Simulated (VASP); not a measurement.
A run of VASP 6.6.1:

File INCAR:

```
PREC = Accurate
ENCUT = 520
EDIFF = 1E-6
ISMEAR = 0
SIGMA = 0.1
LREAL = False
LASPH = True
NELM = 100
ALGO = Normal
ISIF = 2
LWAVE = False
LCHARG = False
GGA = PS
NBANDS = 16
```

File KPOINTS:

```
regular mesh
0
Gamma
  18 18 6
```

POSCAR

```
C
1.0
    1.2295805053     -2.1291862279      0.0000000000
    1.2295805053      2.1291862279      0.0000000000
    0.0000000000      0.0000000000      7.3232060488
C
4
Direct
    0.0833201456      0.9166798544      0.7499992654
    0.5833201456      0.4166798544      0.2500007346
    0.9166798544      0.0833201456      0.2500007346
    0.4166798544      0.5833201456      0.7499992654
```

Potentials or basis: VASP PAW PBE potentials, release 64 (C).

Command:

```console
$ cat potpaw_PBE.64/C/POTCAR > POTCAR
$ mpirun -np 1 vasp_std > vasp.out
```

Hardware: 1 thread of AMD EPYC 7R13, with other jobs on the host.

Question: Estimate the wall time of this run.

Answer: Run time: 4.7 min on 1 thread of AMD EPYC 7R13 (shared host), peak memory 0.23 GiB. Counts: scf iterations 13, k points 364.
